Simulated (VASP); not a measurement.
Runs of VASP 6.6.1 on Pt. The structure is that of space group Fm-3m (No. 225), or close to it. The cells are those of the table. 

| cell | gap on the mesh (eV) | pressure (GPa) |
| --- | --- | --- |
| a = 2.804, b = 2.804, c = 2.838 Å, angles 59.6, 59.6, 60.8°, 1 atom | none | -12.3 |
| a = 2.805, b = 2.805, c = 2.700 Å, angles 61.2, 61.2, 57.5°, 1 atom | none | (b) |
| a = 2.770, b = 2.770, c = 2.700 Å, angles 60.8, 60.8, 58.3°, 1 atom | none | 8.6 |
| a = 2.665, b = 2.665, c = 2.630 Å, angles 60.4, 60.4, 59.1°, 1 atom | none | 52.5 |
| a = 2.804, b = 2.804, c = 2.769 Å, angles 60.4, 60.4, 59.2°, 1 atom | none | (a) |

Alike in all rows: task single point; level PBEsol; potentials or basis VASP PAW PBE potentials, release 64 (Pt); no spin polarisation; k mesh 20 × 20 × 20; cutoff (eV) 520; smearing gaussian 0.15 eV.

Problem. Estimate the missing entries.

Solution. (a) -6.5; (b) 1.5.

Caveats: the PAW data sets were made with another functional, which shifts forces and pressure a little; spin-orbit coupling is left out, which moves the levels of the heavy elements; the cell stands under tension (at least some runs); the cell stands under pressure (at least some runs).

A k mesh can miss the band edges, and the runs leave out spin-orbit coupling on Pt.

A gap of «none» marks levels without a gap at the run's occupations.
